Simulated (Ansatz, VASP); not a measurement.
Cu: VASP beside Ansatz

File INCAR:

```
SYSTEM = Cu
ALGO     = Fast           ! electronic algorithm
EDIFF    = 1E-7           ! SCF threshold, eV
EDIFFG   = -0.01          ! ionic threshold
ENCUT    = 600            ! plane-wave cutoff, eV
GGA      = PE             ! functional
IBRION   = 2              ! ionic algorithm
ISIF     = 3              ! what is computed and relaxed
ISMEAR   = -1             ! smearing method
LASPH    = .True.         ! aspherical terms in the spheres
LCHARG   = .False.        ! write CHGCAR
LREAL    = .False.        ! projectors in reciprocal space
LWAVE    = .False.        ! write WAVECAR
NELM     = 60             ! most SCF steps
NSW      = 60             ! ionic steps
PREC     = Accurate       ! precision mode
SIGMA    = 0.05           ! smearing width, eV
```

Contents of KPOINTS:

```
k-points
0
Gamma
  11 11 11
  0 0 0
```

POSCAR

```
Cu
1.0
    1.2184636900     -3.9763780104      0.0000000000
    1.2184636900      3.9763780104      0.0000000000
    0.0000000000      0.0000000000      2.4754955235
Cu
2
Direct
    0.8661333500      0.1338666500      0.7500000000
    0.1338666500      0.8661333500      0.2500000000
```

File input.yaml:

```yaml
crystal:
  lattice:
    - [1.21846369, -3.9763780104, 0.0]
    - [1.21846369, 3.9763780104, 0.0]
    - [0.0, 0.0, 2.4754955235]
  atoms:
    - { symbol: Cu, position: [0.86613335, 0.13386665, 0.75] }
    - { symbol: Cu, position: [0.13386665, 0.86613335, 0.25] }
hamiltonian:
  xc: pbe
  pseudopotentials: { kind: paw }
kpoints:
  mp_grid: { grid: [11, 11, 11] }
scf:
  occupations: { method: fermi_dirac, width: 0.05 }
output:
  forces: true
  stress: true
  eigenvalues: true
  write_density: true
  write_potential: true
  elf: true
  volumetric_format: npy
relax:
  f_tol: 0.01
  max_steps: 40
  cell: { stress_tol: 0.05 }
```

Alike in both runs: task relaxation of cell and atoms; functional PBE; k mesh 11 × 11 × 11; occupations fermi-dirac, width 0.05 eV; no spin polarisation.

|  | VASP | Ansatz |
| --- | --- | --- |
| version | VASP 6.6.1 | Ansatz 0.2.0 |
| potentials or method | VASP PAW PBE potentials, release 64 (Cu) | Ansatz PAW |
| plane-wave cutoff (eV) | 600 | 420 |
| valence electrons in the cell | 22 | 38 |

```csv
,VASP,Ansatz,Ansatz less VASP
"gap on the k mesh at the Fermi level, each at its own relaxed structure (eV)",none,none,-
relaxed volume (Å³/atom),12.62,12.57,-0.054
relaxed length of the cell vector where the two differ most in proportion (Å),4.213,4.204,-0.0083
```

A gap of «none» marks a metal or a gap that the smearing closes. VASP's potentials hold 22 valence electrons a cell and Ansatz's 38, so a difference there can come from the potentials and not from the codes.

Noted on Ansatz's run: the plane-wave basis is chosen anew once the cell has moved, so the energies of steps on either side of that aren't comparable.
